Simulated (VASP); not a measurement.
# Ti2Co (Fd-3m) in VASP: settings compared

Ti2Co is run at these levels: LDA, r2SCAN; tasks: single point.

Program: VASP 6.6.1. These are calculated values, not measurements. Logs are shortened: lines on timing, memory, paths and dates and some standing lists are left out, and cuts for length are marked.

## 1. The cell of the first run

The structure is cubic, space group Fd-3m (No. 227). The conventional cell has a = 6.866 Å, b = 6.866 Å, c = 6.866 Å, α = 90.00°, β = 90.00°, γ = 90.00°. Ti (site symmetry -3m) has 6 Ti at 2.43 Å and 6 Co at 2.85 Å within 3.2 Å. Within 3.8 Å of Co (site symmetry -43m) lie 12 Ti at 2.85 Å and 4 Co at 2.97 Å.

## 2. Single point, LDA, collinear spin, ferromagnetic start

INCAR reads:

```
SYSTEM = Ti2Co
PREC     = Accurate       ! precision mode
ENCUT    = 520            ! plane-wave cutoff, eV
EDIFF    = 1E-6           ! SCF threshold, eV
ISMEAR   = 0              ! smearing method
SIGMA    = 0.1            ! smearing width, eV
LREAL    = .FALSE.        ! projectors in reciprocal space
LASPH    = .TRUE.         ! aspherical terms in the spheres
NELM     = 150            ! most SCF steps
ALGO     = Normal         ! electronic algorithm
ISIF     = 2              ! what is computed and relaxed
LWAVE    = .FALSE.        ! write WAVECAR
LCHARG   = .TRUE.         ! write CHGCAR
ISPIN    = 2              ! spin polarisation
MAGMOM   = 0.19 0.19 0.19 0.19 1.58 1.58 ! initial moments
LORBIT   = 11             ! projections on sites
LMAXMIX  = 4              ! l up to which the mixer works
GGA      = CA             ! functional
LELF     = .TRUE.         ! ELF
LVHAR    = .TRUE.       
NBANDS   = 46             ! bands
```

KPOINTS reads:

```
Automatic mesh
0
G
  10 10 10
  0 0 0
```

POSCAR reads:

```
Ti2Co
1.0
    0.0000000000      3.4332047869      3.4332047869
    3.4332047869      0.0000000000      3.4332047869
    3.4332047869      3.4332047869      0.0000000000
Ti Co
4 2
Direct
    0.1250000000      0.1250000000      0.1250000000
    0.6250000000      0.1250000000      0.1250000000
    0.1250000000      0.1250000000      0.6250000000
    0.1250000000      0.6250000000      0.1250000000
    0.5000000000      0.5000000000      0.5000000000
    0.7500000000      0.7500000000      0.7500000000
```

Potentials or basis: VASP PAW LDA potentials, release 64 (Ti_sv, Co).

Run with:

```bash
$ cat potpaw_LDA.64/Ti_sv/POTCAR potpaw_LDA.64/Co/POTCAR > POTCAR
$ mpirun -np 1 vasp_std > vasp.out
```

OUTCAR:

```text
SYSTEM = Ti2Co
   PREC = Accurate
   ENCUT = 520
   EDIFF = 1E-6
   ISMEAR = 0
   LREAL = .FALSE.
   LASPH = .TRUE.
   NELM = 150
   ISIF = 2
   ISPIN = 2
   LORBIT = 11
   GGA = CA

 ion  position               nearest neighbor table
   1  0.125  0.125  0.125-   2 2.43   3 2.43   4 2.43   3 2.43   4 2.43   2 2.43   6 2.85   5 2.85
                             6 2.85   5 2.85   6 2.85   5 2.85
   2  0.625  0.125  0.125-   1 2.43   3 2.43   4 2.43   1 2.43   3 2.43   4 2.43   5 2.85   6 2.85
                             5 2.85   6 2.85   6 2.85   5 2.85
   3  0.125  0.125  0.625-   1 2.43   1 2.43   2 2.43   4 2.43   4 2.43   2 2.43   6 2.85   5 2.85
                             6 2.85   5 2.85   6 2.85   5 2.85
   4  0.125  0.625  0.125-   1 2.43   3 2.43   1 2.43   2 2.43   3 2.43   2 2.43   6 2.85   5 2.85
                             6 2.85   5 2.85   6 2.85   5 2.85
   5  0.500  0.500  0.500-   3 2.85   4 2.85   2 2.85   3 2.85   2 2.85   4 2.85   1 2.85   1 2.85
                             1 2.85   2 2.85   3 2.85   4 2.85   6 2.97   6 2.97   6 2.97   6 2.97
   6  0.750  0.750  0.750-   2 2.85   4 2.85   2 2.85   3 2.85   3 2.85   4 2.85   1 2.85   1 2.85
                             1 2.85   2 2.85   3 2.85   4 2.85   5 2.97   5 2.97   5 2.97   5 2.97

  LATTYP: Found a face centered cubic cell.
 ALAT       =     6.8664095738

  Lattice vectors:

 A1 = (   0.0000000000,   3.4332047869,   3.4332047869)
 A2 = (   3.4332047869,   0.0000000000,   3.4332047869)
 A3 = (   3.4332047869,   3.4332047869,   0.0000000000)

Analysis of symmetry for initial positions (statically):
=====================================================================
 Subroutine PRICEL returns:
 Original cell was already a primitive cell.

 Routine SETGRP: Setting up the symmetry group for a
 face centered cubic supercell.

 Subroutine GETGRP returns: Found 48 space group operations
 (whereof 24 operations were pure point group operations)
 out of a pool of 48 trial point group operations.

The static configuration has the point symmetry T_d .
 The point group associated with its full space group is O_h .

Analysis of symmetry for dynamics (positions and initial velocities):
=====================================================================
 Subroutine PRICEL returns:
 Original cell was already a primitive cell.

 Routine SETGRP: Setting up the symmetry group for a
 face centered cubic supercell.

 Subroutine GETGRP returns: Found 48 space group operations
 (whereof 24 operations were pure point group operations)
 out of a pool of 48 trial point group operations.

The dynamic configuration has the point symmetry T_d .
 The point group associated with its full space group is O_h .

Analysis of structural, dynamic, and magnetic symmetry:
=====================================================================
 Subroutine PRICEL returns:
 Original cell was already a primitive cell.

 Routine SETGRP: Setting up the symmetry group for a
 face centered cubic supercell.

 Subroutine GETGRP returns: Found 48 space group operations
 (whereof 24 operations were pure point group operations)
 out of a pool of 48 trial point group operations.

The overall configuration has the point symmetry T_d .
 The point group associated with its full space group is O_h .

 Subroutine INISYM returns: Found 48 space group operations
 (whereof 24 operations are pure point group operations),
 and found     1 'primitive' translations

----------------------------------------------------------------------------------------

                                     Primitive cell

  volume of cell :      80.9336

  direct lattice vectors                    reciprocal lattice vectors
     0.000000000  3.433204787  3.433204787    -0.145636521  0.145636521  0.145636521
     3.433204787  0.000000000  3.433204787     0.145636521 -0.145636521  0.145636521
     3.433204787  3.433204787  0.000000000     0.145636521  0.145636521 -0.145636521

  length of vectors
     4.855284772  4.855284772  4.855284772     0.252249853  0.252249853  0.252249853

  position of ions in fractional coordinates (direct lattice)
     0.125000000  0.125000000  0.125000000
     0.625000000  0.125000000  0.125000000
     0.125000000  0.125000000  0.625000000
     0.125000000  0.625000000  0.125000000
     0.500000000  0.500000000  0.500000000
     0.750000000  0.750000000  0.750000000

  ion indices of the primitive-cell ions
[... 63 lines left out ...]
   total plane-waves  NPLWV =  46656
   dimension x,y,z NGX =    36 NGY =   36 NGZ =   36
   dimension x,y,z NGXF=    72 NGYF=   72 NGZF=   72
   ions per type =               4   2
   NGX,Y,Z   is equivalent  to a cutoff of  12.33, 12.33, 12.33 a.u.
   NGXF,Y,Z  is equivalent  to a cutoff of  24.65, 24.65, 24.65 a.u.
 SYSTEM =  Ti2Co
   PREC   = accura    normal or accurate (medium, high low for compatibility)
   ISTART =      0    job   : 0-new  1-cont  2-samecut
   ICHARG =      2    charge: 1-file 2-atom 10-const
   ISPIN  =      2    spin polarized calculation?
   LNONCOLLINEAR =      F non collinear calculations
   LSORBIT =      F    spin-orbit coupling
   LASPH  =      T    aspherical Exc in radial PAW
   ENCUT  =  520.0 eV  38.22 Ry    6.18 a.u.   9.03  9.03  9.03*2*pi/ulx,y,z
   NELM   =    150;   NELMIN=  2; NELMDL= -5     # of ELM steps
   EDIFF  = 0.1E-05   stopping-criterion for ELM
   LREAL  =      F    real-space projection
   EDIFFG = 0.1E-04   stopping-criterion for IOM
   NSW    =      0    number of steps for IOM
   IBRION =     -1    ionic relax: 0-MD 1-quasi-New 2-CG
   NFREE  =      0    steps in history (QN), initial steepest desc. (CG)
   ISIF   =      2    stress and relaxation
   ISYM   =      2    0-nonsym 1-usesym 2-fastsym
   POTIM  = 0.5000    time-step for ionic-motion
   TEBEG  =    0.0;   TEEND  =   0.0 temperature during run
   PSTRESS=    0.0 pullay stress
   NELECT =      66.0000    total number of electrons
   NUPDOWN=      -1.0000    fix difference up-down
   EMIN   =  10.00;   EMAX   =-10.00  energy-range for DOS
   EFERMI =   0.00;   METHOD = LEGACY
   ISMEAR =     0;   SIGMA  =   0.10  broadening in eV -4-tet -1-fermi 0-gaus
   EFERMI_NEDOS =   21; number of points for ismear=-14 and -15
   IALGO  =     38    algorithm
   IMIX   =      4    mixing-type and parameters
     AMIX     =   0.40;   BMIX     =  1.00
     AMIX_MAG =   1.60;   BMIX_MAG =  1.00
  volume/ion in A,a.u.               =      13.49        91.03
  Fermi-wavevector in a.u.,A,eV,Ry     =   1.529489  2.890316 31.828618  2.339337
  Thomas-Fermi vector in A             =   2.637103
   LORBIT       =     11    0 simple, 1 ext, 2 COOP (PROOUT), +10 PAW based schemes
   GGA     = CA    functional components
   LHFCALC =     F    Hartree Fock is set to
   AEXX    =    0.0000 exact exchange contribution
   IVDW    =     0    specifies the selected vdW correction
   LEPSILON=     F    determine dielectric tensor
   LRPA    =     F    only Hartree local field effects (RPA)
 spin polarized calculation
 Gauss-broadening in eV      SIGMA  =   0.10
  energy-cutoff  :      520.00
  volume of cell :       80.93
 maximum number of plane-waves:      2200
   NGX = 17   NGY = 17   NGZ = 17

 number of electron      65.9999977 magnetization       1.0419735

 Free energy of the ion-electron system (eV)
  ---------------------------------------------------
  ext. energy  EPLUGINS =         0.00000000
  ---------------------------------------------------
  free energy    TOTEN  =       -48.15367849 eV

  energy without entropy =      -48.09965644  energy(sigma->0) =      -48.12666747

 E-fermi :   9.1689     XC(G=0): -12.8348

 val. band max:        9.1683133299   @ k =  -0.4000   0.4000   0.1000
 cond. band min:       9.1719566946   @ k =   0.2000   0.2000   0.0000
 fundamental gap:      0.0036433647
 Fermi energy:         9.1689241784

 spin component 1

 k-point     1 :       0.0000    0.0000    0.0000
  band No.  band energies     occupation
      1     -46.4937      1.00000
      2     -45.8892      1.00000
      3     -45.8892      1.00000
      4     -45.8892      1.00000
      5     -24.7027      1.00000
      6     -23.4491      1.00000
[... 1141 lines left out ...]
     44      12.4225      0.00000
     45      13.0735      0.00000

 [... further k-points ...]

 spin component 2

 k-point     1 :       0.0000    0.0000    0.0000
  band No.  band energies     occupation
      1     -46.4607      1.00000
      2     -45.8568      1.00000
      3     -45.8568      1.00000
      4     -45.8568      1.00000
      5     -24.6536      1.00000
      6     -23.4182      1.00000
[... 1141 lines left out ...]
     44      12.4994      0.00000
     45      13.1029      0.00000

 [... further k-points ...]

 [bands above 45 left out]

------------------------ aborting loop because EDIFF is reached ----------------------------------------

  FORCE on cell =-STRESS in cart. coord.  units (eV):
  Direction    XX          YY          ZZ          XY          YZ          ZX
  --------------------------------------------------------------------------------------
  -------------------------------------------------------------------------------------
  Total       -0.0872279     -0.0872279     -0.0872279      0.0000000      0.0000000     -0.0000000
  in kB       -1.7267803     -1.7267803     -1.7267803      0.0000000      0.0000000     -0.0000000
  external PRESSURE =      -1.7267803 kB  Pullay stress =       0.0000000 kB

 VOLUME and BASIS-vectors are now :
 -----------------------------------------------------------------------------
  energy-cutoff  :      520.00
  volume of cell :       80.93
      direct lattice vectors                 reciprocal lattice vectors
     0.000000000  3.433204787  3.433204787    -0.145636521  0.145636521  0.145636521
     3.433204787  0.000000000  3.433204787     0.145636521 -0.145636521  0.145636521
     3.433204787  3.433204787  0.000000000     0.145636521  0.145636521 -0.145636521

 POSITION                                       TOTAL-FORCE (eV/Angst)
 -----------------------------------------------------------------------------------
      0.85830      0.85830      0.85830         0.000000      0.000000      0.000000
      0.85830      2.57490      2.57490         0.000000      0.000000      0.000000
      2.57490      2.57490      0.85830         0.000000      0.000000      0.000000
      2.57490      0.85830      2.57490         0.000000      0.000000      0.000000
      3.43320      3.43320      3.43320        -0.000000     -0.000000     -0.000000
      5.14981      5.14981      5.14981         0.000000      0.000000      0.000000
 -----------------------------------------------------------------------------------
    total drift:                                0.000000      0.000000      0.000000

  FREE ENERGIE OF THE ION-ELECTRON SYSTEM (eV)
  ---------------------------------------------------
  free  energy   TOTEN  =       -48.1536784901 eV

  energy  without entropy=      -48.0996564430  energy(sigma->0) =      -48.12666747

 total charge

# of ion       s       p       d       tot
------------------------------------------
    1        2.294   6.136   2.268  10.698
    2        2.294   6.136   2.268  10.698
    3        2.294   6.136   2.268  10.698
    4        2.294   6.136   2.268  10.698
    5        0.435   0.412   7.211   8.058
    6        0.435   0.412   7.211   8.058
--------------------------------------------------
tot         10.046  25.370  23.491  58.907

 magnetization (x)

# of ion       s       p       d       tot
------------------------------------------
    1        0.000  -0.003   0.041   0.038
    2        0.000  -0.003   0.041   0.038
    3        0.000  -0.003   0.041   0.038
    4        0.000  -0.003   0.041   0.038
    5        0.002  -0.002   0.462   0.463
    6        0.002  -0.002   0.462   0.463
--------------------------------------------------
tot          0.006  -0.016   1.090   1.080
```

Wall time 4.4 min (1 thread of Intel Xeon 6975P-C (Granite Rapids), shared host); peak memory 0.36 GiB.

Results:

```
Free energy                                           : -48.1537 eV
Pressure                                              : -0.2 GPa
Net moment                                            : 1.04 μB per cell
Site moments                                          : Ti +0.04; Co +0.46 μB
Valence electrons inside the program's atomic spheres : Ti 10.70; Co 8.06
```

Levels at points of the mesh, in eV from the Fermi level:
Spin up:
| k point | band 30 | band 31 | band 32 | band 33 | band 34 | band 35 | band 36 | band 37 | band 38 | band 39 |
| --- | --- | --- | --- | --- | --- | --- | --- | --- | --- | --- |
| (0.00, 0.00, 0.00) | -1.07 | -1.07 | -0.08 | -0.08 | -0.08 | -0.03 | -0.03 | 3.74 | 3.74 | 3.74 |
| (0.50, 0.00, 0.00) | -0.58 | -0.50 | -0.50 | -0.08 | -0.08 | 0.92 | 0.92 | 0.97 | 1.51 | 1.63 |
| (0.50, 0.50, 0.00) | -0.56 | -0.50 | -0.50 | 0.27 | 0.27 | 0.54 | 0.54 | 1.48 | 1.48 | 1.65 |
Spin down:
| k point | band 28 | band 29 | band 30 | band 31 | band 32 | band 33 | band 34 | band 35 | band 36 | band 37 |
| --- | --- | --- | --- | --- | --- | --- | --- | --- | --- | --- |
| (0.00, 0.00, 0.00) | -0.85 | -0.79 | -0.79 | -0.79 | 0.18 | 0.18 | 0.18 | 0.18 | 0.18 | 3.74 |
| (0.50, 0.00, 0.00) | -0.50 | -0.44 | -0.38 | -0.38 | -0.18 | -0.04 | -0.04 | 1.01 | 1.14 | 1.14 |
| (0.50, 0.50, 0.00) | -1.04 | -0.55 | -0.55 | -0.14 | -0.14 | 0.37 | 0.37 | 0.80 | 0.80 | 1.54 |

## 3. Single point, r2SCAN, collinear spin, ferromagnetic start

This run uses another cell than the first one, of 12.70 Å³/atom, 0.942 times its volume.

Edit POSCAR of step 2 so:

```diff
@@ -2,5 +2,5 @@
 1.0
-    0.0000000000      3.4332047869      3.4332047869
-    3.4332047869      0.0000000000      3.4332047869
-    3.4332047869      3.4332047869      0.0000000000
+    0.0000000000      3.3650000000      3.3650000000
+    3.3650000000      0.0000000000      3.3650000000
+    3.3650000000      3.3650000000      0.0000000000
 Ti Co
```

INCAR.step1 reads:

```
SYSTEM = Ti2Co
PREC     = Accurate       ! precision mode
ENCUT    = 520            ! plane-wave cutoff, eV
ISMEAR   = 0              ! smearing method
SIGMA    = 0.1            ! smearing width, eV
LREAL    = .False.        ! projectors in reciprocal space
LASPH    = .True.         ! aspherical terms in the spheres
NELM     = 150            ! most SCF steps
ISPIN    = 2              ! spin polarisation
MAGMOM   = 0.19 0.19 0.19 0.19 1.58 1.58 ! initial moments
LMAXMIX  = 4              ! l up to which the mixer works
NBANDS   = 46             ! bands
GGA      = PE             ! functional
ALGO     = Normal         ! electronic algorithm
EDIFF    = 1E-4           ! SCF threshold, eV
LWAVE    = .True.         ! write WAVECAR
LCHARG   = .False.        ! write CHGCAR
```

INCAR.step2 reads:

```
SYSTEM = Ti2Co
PREC     = Accurate       ! precision mode
ENCUT    = 520            ! plane-wave cutoff, eV
EDIFF    = 1E-7           ! SCF threshold, eV
ISMEAR   = 0              ! smearing method
SIGMA    = 0.1            ! smearing width, eV
LREAL    = .False.        ! projectors in reciprocal space
LASPH    = .True.         ! aspherical terms in the spheres
NELM     = 150            ! most SCF steps
ALGO     = Normal         ! electronic algorithm
ISIF     = 2              ! what is computed and relaxed
LWAVE    = .False.        ! write WAVECAR
LCHARG   = .False.        ! write CHGCAR
ISPIN    = 2              ! spin polarisation
MAGMOM   = 0.19 0.19 0.19 0.19 1.58 1.58 ! initial moments
LORBIT   = 11             ! projections on sites
LMAXMIX  = 4              ! l up to which the mixer works
METAGGA  = R2SCAN         ! meta-GGA
LMIXTAU  = .True.       
NBANDS   = 46             ! bands
ISTART   = 1
```

KPOINTS reads:

```
regular mesh
0
Gamma
  1 1 1
  0 0 0
```

Potentials or basis: VASP PAW PBE potentials, release 64 (Ti_sv, Co).

Run with:

```bash
$ cat potpaw_PBE.64/Ti_sv/POTCAR potpaw_PBE.64/Co/POTCAR > POTCAR
$ cp INCAR.step1 INCAR
$ mpirun -np 1 vasp_gam > vasp.out
$ cp INCAR.step2 INCAR
$ mpirun -np 1 vasp_gam > vasp.out
```

It took 3.5 min on 1 thread of Intel Xeon Platinum 8259CL at 2.50GHz (Skylake/Cascade Lake), shared host; peak memory 0.26 GiB.

The run converged. Its results:

```yaml
Free_energy: -85.1606 eV
Pressure: -15.0 GPa
Band_gap_on_the_k_mesh: 1.20 eV
Net_moment: 4.11 μB per cell
Site_moments: Ti +0.61; Co +0.91 μB
Valence_electrons_inside_the_program's_atomic_spheres: Ti 10.89; Co 8.17
```

Levels at points of the mesh, in eV from the valence-band top:
Spin up:
```tsv
k point	band 32	band 33	band 34	band 35	band 36	band 37	band 38	band 39	band 40	band 41
(0.00, 0.00, 0.00)	-0.27	-0.27	-0.27	0.00	0.00	4.69	4.69	4.69	4.85	4.93
```
Spin down:
| k point | band 28 | band 29 | band 30 | band 31 | band 32 | band 33 | band 34 | band 35 |
| --- | --- | --- | --- | --- | --- | --- | --- | --- |
| (0.00, 0.00, 0.00) | -0.36 | -0.14 | -0.14 | -0.14 | 1.20 | 1.20 | 1.42 | 1.42 |

Caveat: the k points lie up to 1.62 Å⁻¹ apart; the PAW data sets were made with another functional, which shifts forces and pressure a little.
